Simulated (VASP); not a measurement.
Write the native input for VASP 6.6.1 that does the following.

- Task: relaxation of cell and atoms
- Functional: PBEsol
- Potentials or basis: VASP PAW PBE potentials, release 64 (Te, Pb_d)
- Cutoff: 600 eV
- k mesh: 8 × 8 × 8
- Occupations: gaussian, width 0.01 eV
- Spin: no spin polarisation
- Target pressure: 15 GPa
- Dipole correction: no
- Further INCAR settings: ALGO = Normal; EDIFF = 1e-06; IBRION = 2; EDIFFG = -0.002; NSW = 100; ISIF = 3

The structure of TePb lies in POSCAR:

```
TePb
1.0
    0.0000000000      3.2213304674      3.2213304674
    3.2213304674      0.0000000000      3.2213304674
    3.2213304674      3.2213304674      0.0000000000
Te Pb
1 1
Direct
    0.5000000000      0.5000000000      0.5000000000
    0.0000000000      0.0000000000      0.0000000000
```

One way to write it, as run:

INCAR

```
  ALGO = Normal
  EDIFF = 1E-6
  EDIFFG = -0.002
  ENCUT = 600
  GGA = PS
  IBRION = 2
  ISIF = 3
  ISMEAR = 0
  LASPH = T
  LCHARG = F
  LREAL = F
  LWAVE = F
  NELM = 60
  NSW = 100
  PREC = Accurate
  PSTRESS = 150.0
  SIGMA = 0.01
```

KPOINTS

```
k-points
0
Gamma
  8 8 8
```

Potentials or basis: VASP PAW PBE potentials, release 64 (Te, Pb_d).

The run is started by

```console
$ cat potpaw_PBE.64/Te/POTCAR potpaw_PBE.64/Pb_d/POTCAR > POTCAR
$ mpirun -np 1 vasp_std > vasp.out
```

It gave:

```
Relaxed volume                                             : 27.16 Å³/atom
Relaxed cell                                               : a = 4.251 Å, b = 4.251 Å, c = 4.251 Å, α = 60.00°, β = 60.00°, γ = 60.00°
Space group after relaxing (to 0.1 Å)                      : Fm-3m (No. 225)
Energy change on relaxing (the run minimises the enthalpy) : +243.0 meV/atom
Ionic steps                                                : 8
Pressure after relaxing                                    : 15.0 GPa
Band gap on the k mesh                                     : 0.06 eV
```

Caveat: the cell is relaxed towards a set pressure, so the run minimises the enthalpy, not the energy; the volume moved by over 15 % at a fixed basis, so the end points are rough; the PAW data sets were made with another functional, which shifts forces and pressure a little; spin-orbit coupling is left out, which moves the levels of the heavy elements.

It took 2.7 min on 1 thread of Intel Xeon 8259CL (shared host), peak memory 0.24 GiB.
